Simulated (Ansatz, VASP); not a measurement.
# Al12HO in VASP and in Ansatz

INCAR

```
ALGO = Normal
DIPOL = 0.5 0.5 0.292
EDIFF = 1E-6
ENCUT = 520
GGA = PE
IDIPOL = 3
ISIF = 2
ISMEAR = 0
ISPIN = 2
LASPH = T
LCHARG = F
LDIPOL = T
LORBIT = 11
LREAL = F
LWAVE = F
MAGMOM = 0 0 0 0 0 0 0 0 0 0 0 0 1 0
NBANDS = 38
NELM = 150
PREC = Accurate
SIGMA = 0.1
```

File KPOINTS:

```
k-points
0
Gamma
  5 5 1
```

POSCAR

```
Al12HO
1.0
    5.7143028096      0.0000000000      0.0000000000
    0.0000000000      5.7143028096      0.0000000000
    0.0000000000      0.0000000000     22.1750227687
Al O H
12 1 1
Direct
    0.2500000000      0.2500000000      0.1803831293
    0.2500000000      0.7500000000      0.1803831293
    0.7500000000      0.2500000000      0.1803831293
    0.7500000000      0.7500000000      0.1803831293
    0.0000000000      0.0000000000      0.2744094920
    0.0000000000      0.5000000000      0.2744094920
    0.5000000000      0.0000000000      0.2744094920
    0.5000000000      0.5000000000      0.2744094920
    0.2500000000      0.2500000000      0.3686590473
    0.2500000000      0.7500000000      0.3686590473
    0.7500000000      0.2500000000      0.3686590473
    0.7500000000      0.7500000000      0.3686590473
    0.5000000000      0.5000000000      0.3934617276
    0.6195268652      0.6195268652      0.4051333749
```

Input for Ansatz:

```yaml
crystal:
  lattice:
    - [5.7143028096, 0.0, 0.0]
    - [0.0, 5.7143028096, 0.0]
    - [0.0, 0.0, 22.1750227687]
  atoms:
    - { symbol: Al, position: [0.25, 0.25, 0.1803831293] }
    - { symbol: Al, position: [0.25, 0.75, 0.1803831293] }
    - { symbol: Al, position: [0.75, 0.25, 0.1803831293] }
    - { symbol: Al, position: [0.75, 0.75, 0.1803831293] }
    - { symbol: Al, position: [0.0, 0.0, 0.274409492] }
    - { symbol: Al, position: [0.0, 0.5, 0.274409492] }
    - { symbol: Al, position: [0.5, 0.0, 0.274409492] }
    - { symbol: Al, position: [0.5, 0.5, 0.274409492] }
    - { symbol: Al, position: [0.25, 0.25, 0.3686590473] }
    - { symbol: Al, position: [0.25, 0.75, 0.3686590473] }
    - { symbol: Al, position: [0.75, 0.25, 0.3686590473] }
    - { symbol: Al, position: [0.75, 0.75, 0.3686590473] }
    - { symbol: O, position: [0.5, 0.5, 0.3934617276], spin: 1.0 }
    - { symbol: H, position: [0.6195268652, 0.6195268652, 0.4051333749] }
basis:
  ecutwfc: 420
kpoints:
  mp_grid: { grid: [5, 5, 1] }
hamiltonian:
  xc: pbe
scf:
  occupations: { method: gaussian, width: 0.1 }
output:
  forces: true
  eigenvalues: true
  populations: true
magnetization:
  spin_polarized: true
efield:
  axis: 3
  dipole_correction: true
  ramp_width: 0.04
```

Alike in both runs: task single point; functional PBE; k mesh 5 × 5 × 1; occupations gaussian, width 0.1 eV; collinear spin.

|  | VASP | Ansatz |
| --- | --- | --- |
| version | VASP 6.6.1 | Ansatz 0.2.0 |
| potentials or method | VASP PAW PBE potentials, release 64 (Al, O, H), cutoff 520 eV | scalar-relativistic, plane waves, PAW |
| valence electrons in the cell | 43 | 43 |

|  | VASP | Ansatz | Ansatz less VASP |
| --- | --- | --- | --- |
| gap on the k mesh at the Fermi level (eV) | none | none | - |
| rms of the force components (eV/Å) | 2.011 | 2.008 | -0.0029 |
| net moment per atom (μB) | 0.00 | 0.00 | 0.000 |

Atom by atom the forces differ by 0.040 eV/Å (rms over components). A gap of «none» marks a metal or a gap that the smearing closes. With one functional, cell and mesh, what is left measures potentials, basis and numerics. Ansatz's warnings: seeded moment not kept.
